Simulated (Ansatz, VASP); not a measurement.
One calculation of BaTiO3, two programs

```
Ba Ti O
1.0
     3.96987    0.00000    0.00000
     0.00000    3.96987    0.00000
     0.00000    0.00000    3.96987
Ba Ti O
1 1 3
Direct
  0.50000 0.50000 0.50000
  0.00000 0.00000 0.00000
  0.50000 0.00000 0.00000
  0.00000 0.50000 0.00000
  0.00000 0.00000 0.50000
```

Alike in both runs: task single point; functional PBEsol; k mesh 8 × 8 × 8; occupations gaussian, width 0.02 eV; no spin polarisation.

|  | VASP | Ansatz |
| --- | --- | --- |
| version | VASP 6.6.1 | Ansatz 0.2.0 |
| potentials or method | VASP PAW PBE potentials, release 64 (Ba_sv, Ti_sv, O_h), cutoff 910 eV | scalar-relativistic, plane waves, PAW |
| valence electrons in the cell | 40 | 40 |

Ansatz gave:

- gap on the k mesh at the Fermi level (eV): 1.82
- least direct gap on the mesh (eV): 1.89

Question: Estimate VASP's values.

Answer: gap on the k mesh at the Fermi level (eV): 1.75; least direct gap on the mesh (eV): 1.87.

VASP's potentials were made for PBE, not for PBEsol.

Neither program's run includes spin-orbit coupling. Noted on VASP's run: the cutoff is short for stress, so the pressure is rough.
